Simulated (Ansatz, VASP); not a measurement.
## InAs in VASP and in Ansatz

File INCAR:

```
PREC = Accurate
ENCUT = 500
EDIFF = 1E-7
ISMEAR = 0
SIGMA = 0.1
LREAL = F
LASPH = T
NELM = 120
ALGO = Normal
ISIF = 3
LWAVE = F
LCHARG = F
GGA = PS
IBRION = 2
NSW = 100
EDIFFG = -0.005
GGA_COMPAT = F
NELMIN = 4
```

Contents of KPOINTS:

```
regular mesh
0
Gamma
  12 12 12
```

The input POSCAR:

```
InAs
1.0
    0.0000000000      3.0253554588      3.0253554588
    3.0253554588      0.0000000000      3.0253554588
    3.0253554588      3.0253554588      0.0000000000
In As
1 1
Direct
    0.0000000000      0.0000000000      0.0000000000
    0.2500000000      0.2500000000      0.2500000000
```

Input for Ansatz:

```yaml
crystal:
  lattice:
    - [0.0, 3.0253554588, 3.0253554588]
    - [3.0253554588, 0.0, 3.0253554588]
    - [3.0253554588, 3.0253554588, 0.0]
  atoms:
    - { symbol: In, position: [0.0, 0.0, 0.0] }
    - { symbol: As, position: [0.25, 0.25, 0.25] }
basis:
  ecutwfc: 420
kpoints:
  mp_grid: { grid: [12, 12, 12] }
hamiltonian:
  xc: pbesol
scf:
  occupations: { method: gaussian, width: 0.1 }
output:
  forces: true
  stress: true
  eigenvalues: true
relax:
  adjacent_minimum: "off"
  f_tol: 0.005
  max_steps: 80
  cell: { stress_tol: 0.05 }
```

Alike in both runs: task relaxation of cell and atoms; functional PBEsol; k mesh 12 × 12 × 12; occupations gaussian, width 0.1 eV; no spin polarisation.

```csv
,VASP,Ansatz
version,VASP 6.6.1,Ansatz 0.2.0
potentials or method,"VASP PAW PBE potentials, release 64 (In_d, As), cutoff 500 eV","scalar-relativistic, plane waves, PAW"
valence electrons in the cell,18,28
```

Ansatz gave:

* gap on the k mesh at the Fermi level, each at its own relaxed structure (eV): none
* relaxed volume (Å³/atom): 28.20
* relaxed cell length with the largest relative difference (Å): 4.304

Task: Which values does VASP return?

Result: gap on the k mesh at the Fermi level, each at its own relaxed structure (eV): none; relaxed volume (Å³/atom): 28.24; relaxed cell length with the largest relative difference (Å): 4.306.

VASP's potentials were made for PBE, not for PBEsol. A gap of «none» marks a metal or a gap that the smearing closes. VASP's potentials hold 18 valence electrons a cell and Ansatz's 28, so a difference there can come from the potentials and not from the codes.
